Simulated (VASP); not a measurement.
Wanted: the native input for a VASP 6.6.1 run.

```
Task                   : single point
Functional             : PBE
Potentials or basis    : VASP PAW PBE potentials, release 64 (Mo_sv, Se)
Cutoff                 : 500 eV
k mesh                 : 12 × 12 × 12
Occupations            : gaussian, width 0.1 eV
Spin                   : no spin polarisation
Hubbard terms          : Mo d U = 4.38 eV
Dipole correction      : no
Further INCAR settings : ALGO = Normal; EDIFF = 1e-06; NBANDS = 17
```

The structure of MoSe lies in POSCAR:

```
MoSe
1.0
    0.0000000000      2.7854210634      2.7854210634
    2.7854210634      0.0000000000      2.7854210634
    2.7854210634      2.7854210634      0.0000000000
Mo Se
1 1
Direct
    0.0000000000      0.0000000000      0.0000000000
    0.5000000000      0.5000000000      0.5000000000
```

The input as run:

INCAR

```
SYSTEM = MoSe
PREC = Accurate ; ENCUT = 500
EDIFF = 1E-6 ; ISMEAR = 0
SIGMA = 0.1 ; LREAL = .FALSE.
LASPH = .TRUE. ; NELM = 200
ALGO = Normal ; ISIF = 2
LWAVE = .FALSE. ; LCHARG = .FALSE.
LMAXMIX = 4 ; LDAU = .TRUE.
LDAUTYPE = 2 ; LDAUL = 2 -1
LDAUU = 4.38 0 ; LDAUJ = 0 0
LDAUPRINT = 1 ; GGA = PE
NBANDS = 17 ; GGA_COMPAT = .FALSE.
```

KPOINTS

```
Automatic mesh
0
G
  12 12 12
  0 0 0
```

Potentials or basis: VASP PAW PBE potentials, release 64 (Mo_sv, Se).

The run is started by

```console
$ cat potpaw_PBE.64/Mo_sv/POTCAR potpaw_PBE.64/Se/POTCAR > POTCAR
$ mpirun -np 1 vasp_std > vasp.out
```

Results of the run:

```yaml
Pressure: -11.0 GPa
Band_gap_on_the_k_mesh: zero (bands 10 and 11 overlap by 1.77 eV)
```

Caveat: the cell stands under tension; U without spin polarisation on a metal has little footing.

Wall time 76 s on 1 thread of Intel Xeon 8259CL, with other jobs on the host, peak memory 0.2 GiB.
